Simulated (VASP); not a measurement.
Runs of VASP 6.6.1 on CuI. The structure is that of space group R-3m (No. 166), or close to it. The cells are those of the table. 

```tsv
cell	gap on the mesh (eV)	pressure (GPa)	largest force (eV/Å)
a = 6.893 Å, angles 36.2°, 4 atoms	none	1.2	0.18
a = 7.060 Å, angles 34.8°, 4 atoms	none	(b)	0.58
a = 7.236 Å, angles 33.4°, 4 atoms	none	(a)	0.91
a = 7.422 Å, angles 32.0°, 4 atoms	none	2.1	1.18
a = 7.619 Å, angles 30.7°, 4 atoms	none	3.1	1.43
```

Alike in all rows: task single point; level LDA; potentials or basis VASP PAW LDA potentials, release 64 (Cu, I); no spin polarisation; k mesh 6 × 6 × 6; cutoff (eV) 520; smearing gaussian 0.02 eV.

Problem. Estimate the missing entries.

Solution. (a) 1.4; (b) 1.1.

Caveats: spin-orbit coupling is left out, which moves the levels of the heavy elements; forces of over 1 eV/Å act on the atoms, so gaps and moduli don't describe the material at rest (at least some runs); the cell stands under pressure (at least some runs).

A k mesh can miss the band edges, and the runs leave out spin-orbit coupling on I.

A gap of «none» marks levels without a gap at the run's occupations.
